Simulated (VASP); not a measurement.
# Ru: single point with r2SCAN

Ru:

```xyz
1
Lattice="2.5551 0.0000 0.0000 0.0000 2.5551 0.0000 0.0000 0.0000 2.5551" Properties=species:S:1:pos:R:3 pbc="T T T"
Ru    0.0000    0.0000    0.0000
```

This isn't the form of Ru at room conditions, which is hcp.

| Quantity | Value |
| --- | --- |
| Program | VASP 6.6.1 |
| Task | single point |
| Functional | r2SCAN |
| Potentials or basis | VASP PAW PBE potentials, release 64 (Ru_pv) |
| Cutoff | 520 eV |
| k mesh | 21 × 21 × 21 |
| Occupations | fermi-dirac, width 0.05 eV |
| Spin | collinear spin, ferromagnetic start |
| Starting moments | [1.0] μB |
| Dipole correction | no |
| Further INCAR settings | ALGO = Normal; EDIFF = 1e-07; NBANDS = 17 |

- Pressure: -14.5 GPa
- Band gap on the k mesh: zero (filled and empty bands overlap)
- Net moment: 0.00 μB per cell
- Valence electrons inside the program's atomic spheres: Ru 12.60

Levels at points of the mesh, in eV from the Fermi level:
Spin up:
| k point | band 5 | band 6 | band 7 | band 8 | band 9 | band 10 |
| --- | --- | --- | --- | --- | --- | --- |
| (0.00, 0.00, 0.00) | -5.24 | -5.24 | 1.53 | 1.53 | 1.53 | 8.99 |
Spin down:
| k point | band 5 | band 6 | band 7 | band 8 | band 9 | band 10 |
| --- | --- | --- | --- | --- | --- | --- |
| (0.00, 0.00, 0.00) | -5.24 | -5.24 | 1.53 | 1.53 | 1.53 | 8.99 |

It took 6.3 min on 1 thread of Intel(R) Xeon(R) Platinum 8488C (Sapphire Rapids), on a shared host, peak memory 0.22 GiB.

Caveat: the cell stands under tension; an empty level that is flat over the whole mesh can mark a ghost state of the potentials, or a narrow d or f band; the PAW data sets were made with another functional, which shifts forces and pressure a little.
